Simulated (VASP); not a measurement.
# FeO (Fm-3m) in VASP: notebook

The runs below take FeO through single point, with PBE.

Program: VASP 6.6.1. These are calculated values, not measurements. Logs are shortened: lines on timing, memory, paths and dates and some standing lists are left out, and cuts for length are marked.

**What was measured.**

From “W\"ustite: Electric, thermodynamic and optical properties of FeO”, 2012, arxiv:1203.1201, for a bulk crystal of FeO: band gap 2.4 eV (optical).

The results are compared with them further down.

### Step 1. The cell of the first run

The structure is cubic, space group Fm-3m (No. 225). Conventional cell: a = 4.309 Å, b = 4.309 Å, c = 4.309 Å, α = 90.00°, β = 90.00°, γ = 90.00°. Fe (site symmetry m-3m) has 6 O at 2.15 Å within 2.9 Å. Within 2.9 Å of O (site symmetry m-3m) lie 6 Fe at 2.15 Å.

### Step 2. Single point, PBE, collinear spin, ferromagnetic start

Input file INCAR:

```
SYSTEM = FeO
ALGO = Normal ; EDIFF = 1E-7
ENCUT = 520 ; GGA = PE
ISIF = 2 ; ISMEAR = 0
ISPIN = 2 ; LASPH = .True.
LCHARG = .False. ; LMAXMIX = 4
LORBIT = 11 ; LREAL = .False.
LWAVE = .False. ; MAGMOM = 3.79 0
NBANDS = 18 ; NELM = 150
PREC = Accurate ; SIGMA = 0.05
```

Input file KPOINTS:

```
k-points
0
Gamma
  14 14 14
  0 0 0
```

Input file POSCAR:

```
FeO
1.0
    0.0000000000      2.1542589956      2.1542589956
    2.1542589956      0.0000000000      2.1542589956
    2.1542589956      2.1542589956      0.0000000000
Fe O
1 1
Direct
    0.0000000000      0.0000000000      0.0000000000
    0.5000000000      0.5000000000      0.5000000000
```

Potentials or basis: VASP PAW PBE potentials, release 64 (Fe, O).

The run is started by

```
$ cat potpaw_PBE.64/Fe/POTCAR potpaw_PBE.64/O/POTCAR > POTCAR
$ mpirun -np 1 vasp_std > vasp.out
```

OUTCAR:

```text
SYSTEM = FeO
   EDIFF = 1E-7
   ENCUT = 520
   GGA = PE
   ISIF = 2
   ISMEAR = 0
   ISPIN = 2
   LASPH = .True.
   LORBIT = 11
   LREAL = .False.
   NELM = 150
   PREC = Accurate

 ion  position               nearest neighbor table
   1  0.000  0.000  0.000-   2 2.15   2 2.15   2 2.15   2 2.15   2 2.15   2 2.15
   2  0.500  0.500  0.500-   1 2.15   1 2.15   1 2.15   1 2.15   1 2.15   1 2.15

  LATTYP: Found a face centered cubic cell.
 ALAT       =     4.3085179912

  Lattice vectors:

 A1 = (   0.0000000000,   2.1542589956,   2.1542589956)
 A2 = (   2.1542589956,   0.0000000000,   2.1542589956)
 A3 = (   2.1542589956,   2.1542589956,   0.0000000000)

Analysis of symmetry for initial positions (statically):
=====================================================================
 Subroutine PRICEL returns:
 Original cell was already a primitive cell.

 Routine SETGRP: Setting up the symmetry group for a
 face centered cubic supercell.

 Subroutine GETGRP returns: Found 48 space group operations
 (whereof 48 operations were pure point group operations)
 out of a pool of 48 trial point group operations.

The static configuration has the point symmetry O_h .

Analysis of symmetry for dynamics (positions and initial velocities):
=====================================================================
 Subroutine PRICEL returns:
 Original cell was already a primitive cell.

 Routine SETGRP: Setting up the symmetry group for a
 face centered cubic supercell.

 Subroutine GETGRP returns: Found 48 space group operations
 (whereof 48 operations were pure point group operations)
 out of a pool of 48 trial point group operations.

The dynamic configuration has the point symmetry O_h .

Analysis of structural, dynamic, and magnetic symmetry:
=====================================================================
 Subroutine PRICEL returns:
 Original cell was already a primitive cell.

 Routine SETGRP: Setting up the symmetry group for a
 face centered cubic supercell.

 Subroutine GETGRP returns: Found 48 space group operations
 (whereof 48 operations were pure point group operations)
 out of a pool of 48 trial point group operations.

The overall configuration has the point symmetry O_h .

 Subroutine INISYM returns: Found 48 space group operations
 (whereof 48 operations are pure point group operations),
 and found     1 'primitive' translations

----------------------------------------------------------------------------------------

                                     Primitive cell

  volume of cell :      19.9951

  direct lattice vectors                    reciprocal lattice vectors
     0.000000000  2.154258996  2.154258996    -0.232098369  0.232098369  0.232098369
     2.154258996  0.000000000  2.154258996     0.232098369 -0.232098369  0.232098369
     2.154258996  2.154258996  0.000000000     0.232098369  0.232098369 -0.232098369

  length of vectors
     3.046582288  3.046582288  3.046582288     0.402006168  0.402006168  0.402006168

  position of ions in fractional coordinates (direct lattice)
     0.000000000  0.000000000  0.000000000
     0.500000000  0.500000000  0.500000000

  ion indices of the primitive-cell ions
   primitive index   ion index
                 1           1
                 2           2

----------------------------------------------------------------------------------------

 KPOINTS: k-points

Automatic generation of k-mesh.
 Grid dimensions read from file:
 generate k-points for:   14   14   14

 Generating k-lattice:

  Cartesian coordinates                     Fractional coordinates (reciprocal lattice)
    -0.016578455  0.016578455  0.016578455     0.071428571  0.000000000  0.000000000
     0.016578455 -0.016578455  0.016578455     0.000000000  0.071428571  0.000000000
     0.016578455  0.016578455 -0.016578455     0.000000000  0.000000000  0.071428571

  Length of vectors
     0.028714726  0.028714726  0.028714726

  Shift w.r.t. Gamma in fractional coordinates (k-lattice)
     0.000000000  0.000000000  0.000000000

 Subroutine IBZKPT returns following result:
 ===========================================

 Found    104 irreducible k-points:

 Following reciprocal coordinates:
            Coordinates               Weight
  0.000000  0.000000  0.000000      1.000000
  0.071429  0.000000  0.000000      8.000000
  0.142857  0.000000  0.000000      8.000000
  0.214286  0.000000  0.000000      8.000000
  0.285714  0.000000  0.000000      8.000000
  0.357143  0.000000  0.000000      8.000000
[... 16 lines left out ...]
  0.214286  0.142857  0.000000     24.000000
  0.285714  0.142857  0.000000     24.000000
 [... further k-points ...]
   k-points           NKPTS =    104   k-points in BZ     NKDIM =    104   number of bands    NBANDS=     18
   number of dos      NEDOS =    301   number of ions     NIONS =      2
   total plane-waves  NPLWV =  13824
   dimension x,y,z NGX =    24 NGY =   24 NGZ =   24
   dimension x,y,z NGXF=    48 NGYF=   48 NGZF=   48
   ions per type =               1   1
   NGX,Y,Z   is equivalent  to a cutoff of  13.10, 13.10, 13.10 a.u.
   NGXF,Y,Z  is equivalent  to a cutoff of  26.19, 26.19, 26.19 a.u.
 SYSTEM =  FeO
   PREC   = accura    normal or accurate (medium, high low for compatibility)
   ISTART =      0    job   : 0-new  1-cont  2-samecut
   ICHARG =      2    charge: 1-file 2-atom 10-const
   ISPIN  =      2    spin polarized calculation?
   LNONCOLLINEAR =      F non collinear calculations
   LSORBIT =      F    spin-orbit coupling
   LASPH  =      T    aspherical Exc in radial PAW
   ENCUT  =  520.0 eV  38.22 Ry    6.18 a.u.   5.66  5.66  5.66*2*pi/ulx,y,z
   NELM   =    150;   NELMIN=  2; NELMDL= -5     # of ELM steps
   EDIFF  = 0.1E-06   stopping-criterion for ELM
   LREAL  =      F    real-space projection
   EDIFFG = 0.1E-05   stopping-criterion for IOM
   NSW    =      0    number of steps for IOM
   IBRION =     -1    ionic relax: 0-MD 1-quasi-New 2-CG
   NFREE  =      0    steps in history (QN), initial steepest desc. (CG)
   ISIF   =      2    stress and relaxation
   ISYM   =      2    0-nonsym 1-usesym 2-fastsym
   POTIM  = 0.5000    time-step for ionic-motion
   TEBEG  =    0.0;   TEEND  =   0.0 temperature during run
   PSTRESS=    0.0 pullay stress
   NELECT =      14.0000    total number of electrons
   NUPDOWN=      -1.0000    fix difference up-down
   EMIN   =  10.00;   EMAX   =-10.00  energy-range for DOS
   EFERMI =   0.00;   METHOD = LEGACY
   ISMEAR =     0;   SIGMA  =   0.05  broadening in eV -4-tet -1-fermi 0-gaus
   EFERMI_NEDOS =   21; number of points for ismear=-14 and -15
   IALGO  =     38    algorithm
   IMIX   =      4    mixing-type and parameters
     AMIX     =   0.40;   BMIX     =  1.00
     AMIX_MAG =   1.60;   BMIX_MAG =  1.00
  volume/ion in A,a.u.               =      10.00        67.47
  Fermi-wavevector in a.u.,A,eV,Ry     =   1.453705  2.747104 28.752621  2.113258
  Thomas-Fermi vector in A             =   2.570941
   LORBIT       =     11    0 simple, 1 ext, 2 COOP (PROOUT), +10 PAW based schemes
   GGA     = PE    functional components
   LHFCALC =     F    Hartree Fock is set to
   AEXX    =    0.0000 exact exchange contribution
   IVDW    =     0    specifies the selected vdW correction
   LEPSILON=     F    determine dielectric tensor
   LRPA    =     F    only Hartree local field effects (RPA)
 spin polarized calculation
 Gauss-broadening in eV      SIGMA  =   0.05
  energy-cutoff  :      520.00
  volume of cell :       20.00
 maximum number of plane-waves:       549
   NGX = 11   NGY = 11   NGZ = 11

 number of electron      13.9999998 magnetization       3.9993077

 Free energy of the ion-electron system (eV)
  ---------------------------------------------------
  ext. energy  EPLUGINS =         0.00000000
  ---------------------------------------------------
  free energy    TOTEN  =       -14.93127875 eV

  energy without entropy =      -14.92952765  energy(sigma->0) =      -14.93040320

 E-fermi :   6.2153     XC(G=0): -12.1728

 val. band max:        6.2095710271   @ k =  -0.2857   0.3571   0.1429
 cond. band min:       6.2447835824   @ k =   0.2143   0.1429   0.0000
 fundamental gap:      0.0352125553
 Fermi energy:         6.2152652834

 spin component 1

 k-point     1 :       0.0000    0.0000    0.0000
  band No.  band energies     occupation
      1     -14.5150      1.00000
      2       2.3421      1.00000
      3       2.3421      1.00000
      4       2.3421      1.00000
      5       2.4177      1.00000
      6       2.4177      1.00000
[... 10 lines left out ...]
     17      26.8824      0.00000
     18      29.9961      0.00000
[... 463 lines left out ...]
 k-point    24 :       0.2857    0.1429    0.0000
  band No.  band energies     occupation
      1     -13.9060      1.00000
      2      -0.9097      1.00000
      3       0.5447      1.00000
      4       0.7883      1.00000
      5       2.3557      1.00000
      6       2.8950      1.00000
[... 10 lines left out ...]
     17      32.9056      0.00000
     18      33.7887      0.00000

 [... further k-points ...]

 spin component 2

 k-point     1 :       0.0000    0.0000    0.0000
  band No.  band energies     occupation
      1     -13.9827      1.00000
      2       2.9758      1.00000
      3       2.9758      1.00000
      4       2.9758      1.00000
      5       5.4806      1.00000
      6       5.4808      1.00000
[... 10 lines left out ...]
     17      28.4733      0.00000
     18      31.0754      0.00000
[... 463 lines left out ...]
 k-point    24 :       0.2857    0.1429    0.0000
  band No.  band energies     occupation
      1     -13.3614      1.00000
      2       0.0192      1.00000
      3       1.7480      1.00000
      4       1.9756      1.00000
      5       5.3166      1.00000
      6       6.4022      0.00000
[... 10 lines left out ...]
     17      33.7796      0.00000
     18      34.9190      0.00000

 [... further k-points ...]

------------------------ aborting loop because EDIFF is reached ----------------------------------------

  FORCE on cell =-STRESS in cart. coord.  units (eV):
  Direction    XX          YY          ZZ          XY          YZ          ZX
  --------------------------------------------------------------------------------------
  -------------------------------------------------------------------------------------
  Total        0.0076926      0.0076926      0.0076926     -0.0000000     -0.0000000     -0.0000000
  in kB        0.6163926      0.6163926      0.6163926     -0.0000000     -0.0000000     -0.0000000
  external PRESSURE =       0.6163926 kB  Pullay stress =       0.0000000 kB

 VOLUME and BASIS-vectors are now :
 -----------------------------------------------------------------------------
  energy-cutoff  :      520.00
  volume of cell :       20.00
      direct lattice vectors                 reciprocal lattice vectors
     0.000000000  2.154258996  2.154258996    -0.232098369  0.232098369  0.232098369
     2.154258996  0.000000000  2.154258996     0.232098369 -0.232098369  0.232098369
     2.154258996  2.154258996  0.000000000     0.232098369  0.232098369 -0.232098369

 POSITION                                       TOTAL-FORCE (eV/Angst)
 -----------------------------------------------------------------------------------
      0.00000      0.00000      0.00000         0.000000      0.000000      0.000000
      2.15426      2.15426      2.15426        -0.000000     -0.000000     -0.000000
 -----------------------------------------------------------------------------------
    total drift:                                0.000000     -0.000000      0.000000

  FREE ENERGIE OF THE ION-ELECTRON SYSTEM (eV)
  ---------------------------------------------------
  free  energy   TOTEN  =       -14.9312787468 eV

  energy  without entropy=      -14.9295276490  energy(sigma->0) =      -14.93040320

 total charge

# of ion       s       p       d       tot
------------------------------------------
    1        0.288   0.359   6.087   6.734
    2        1.556   3.439   0.000   4.995
--------------------------------------------------
tot          1.844   3.798   6.087  11.729

 magnetization (x)

# of ion       s       p       d       tot
------------------------------------------
    1        0.027   0.021   3.571   3.619
    2        0.030   0.272   0.000   0.302
--------------------------------------------------
tot          0.057   0.293   3.571   3.920
```

Run time: 45 s. Hardware: 1 thread of Intel Xeon 6975P-C (Granite Rapids), shared host; peak memory 0.19 GiB.

What came out:

| Property | Result |
| --- | --- |
| Free energy | -14.9313 eV |
| Pressure | 0.1 GPa |
| Band gap on the k mesh | zero (filled and empty bands overlap) |
| Net moment | 4.00 μB per cell |
| Site moments | Fe +3.62; O +0.30 μB |
| Valence electrons inside the program's atomic spheres | Fe 6.73; O 5.00 |

Levels at points of the mesh, in eV from the Fermi level:
Spin up:
```tsv
k point	band 6	band 7	band 8	band 9	band 10	band 11	band 12	band 13
(0.00, 0.00, 0.00)	-3.80	-3.80	-3.68	-3.68	0.10	15.48	17.05	17.05
(0.50, 0.00, 0.00)	-3.06	-2.49	-0.33	-0.33	4.10	8.49	12.57	12.57
(0.50, 0.50, 0.00)	-3.29	-2.80	-2.79	-2.79	5.30	8.76	10.78	14.73
```
Spin down:
```csv
k point,band 3,band 4,band 5,band 6,band 7,band 8
"(0.00, 0.00, 0.00)",-3.24,-3.24,-0.73,-0.73,-0.73,0.19
"(0.50, 0.00, 0.00)",-5.15,-5.15,0.39,0.39,0.60,2.79
"(0.50, 0.50, 0.00)",-4.42,-4.42,-2.11,0.74,0.74,0.74
```

Caveat: a cell with one magnetic atom can't hold antiferromagnetic order, which such compounds often take; semilocal functionals often make such compounds metallic where correlation or magnetic order opens a gap, which also shifts bond lengths.

### Step 3. Single point, PBE, collinear spin, ferromagnetic start

Input file INCAR:

```
ALGO = Normal
EDIFF = 1E-6
ENCUT = 520
GGA = PE
ISIF = 2
ISMEAR = 0
ISPIN = 2
LASPH = True
LCHARG = True
LELF = True
LMAXMIX = 4
LORBIT = 11
LREAL = False
LVHAR = True
LWAVE = False
MAGMOM = 3.79 0
NBANDS = 18
NELM = 150
PREC = Accurate
SIGMA = 0.05
```

Input file KPOINTS:

```
k-points
0
Gamma
  14 14 14
```

POSCAR is that of step 2.

Potentials or basis: VASP PAW PBE potentials, release 64 (Fe, O).

The run is started by

```
$ cat potpaw_PBE.64/Fe/POTCAR potpaw_PBE.64/O/POTCAR > POTCAR
$ mpirun -np 1 vasp_std > vasp.out
```

It took 44 s on 1 thread of Intel Xeon 6975P-C (Granite Rapids), shared host; peak memory 0.19 GiB.

Results (log left out):

```yaml
Free_energy: -14.9313 eV
Pressure: 0.1 GPa
Band_gap_on_the_k_mesh: zero (filled and empty bands overlap)
Net_moment: 4.00 μB per cell
Site_moments: Fe +3.62; O +0.30 μB
Valence_electrons_inside_the_program's_atomic_spheres: Fe 6.73; O 5.00
```

Levels at points of the mesh, in eV from the Fermi level:
Spin up:
| k point | band 5 | band 6 | band 7 | band 8 | band 9 | band 10 | band 11 | band 12 | band 13 | band 14 |
| --- | --- | --- | --- | --- | --- | --- | --- | --- | --- | --- |
| (0.00, 0.00, 0.00) | -3.80 | -3.80 | -3.80 | -3.68 | -3.68 | 0.10 | 15.48 | 17.05 | 17.05 | 17.05 |
| (0.50, 0.00, 0.00) | -3.06 | -3.06 | -2.49 | -0.33 | -0.33 | 4.10 | 8.49 | 12.57 | 12.57 | 19.50 |
| (0.50, 0.50, 0.00) | -4.78 | -3.29 | -2.80 | -2.79 | -2.79 | 5.30 | 8.76 | 10.78 | 14.73 | 14.73 |
Spin down:
```
           k point  band 2  band 3  band 4  band 5  band 6  band 7  band 8  band 9
(0.00, 0.00, 0.00)   -3.24   -3.24   -3.24   -0.73   -0.73   -0.73    0.19    0.19
(0.50, 0.00, 0.00)   -8.00   -5.15   -5.15    0.39    0.39    0.60    2.79    2.79
(0.50, 0.50, 0.00)   -6.88   -4.42   -4.42   -2.11    0.74    0.74    0.74    1.14
```

Caveat: a cell with one magnetic atom can't hold antiferromagnetic order, which such compounds often take; semilocal functionals often make such compounds metallic where correlation or magnetic order opens a gap, which also shifts bond lengths.

(Continued in part 2 of 3.)
